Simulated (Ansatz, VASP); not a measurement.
**One calculation of P, two programs**

```
P
1.0
     3.27208    0.00000    0.00000
     0.00000   34.88037    0.00000
     0.00000    0.00000    4.36863
P
4
Direct
  0.00000 0.96975 0.58111
  0.00000 0.03025 0.41889
  0.50000 0.03025 0.08111
  0.50000 0.96975 0.91889
```

Alike in both runs: functional LDA; k mesh 8 × 1 × 6; occupations gaussian, width 0.02 eV; no spin polarisation.

Ansatz relaxed the structure, and its values are those at the end. VASP's run is a single point on that final structure, the one shown.

```csv
,VASP,Ansatz
version,VASP 6.6.1,Ansatz 0.2.0
potentials or method,"VASP PAW LDA potentials, release 64 (P), cutoff 520 eV","scalar-relativistic, plane waves, PAW"
valence electrons in the cell,20,20
```

```tsv
	VASP	Ansatz	Ansatz less VASP
gap on the k mesh at the Fermi level (eV)	0.60	0.59	-0.012
least direct gap on the mesh (eV)	0.60	0.59	-0.012
rms of the force components (eV/Å)	0.027	0.001	-0.0264
```

LDA's correlation is that of Perdew and Zunger in VASP and of Perdew and Wang (1992) in Ansatz.
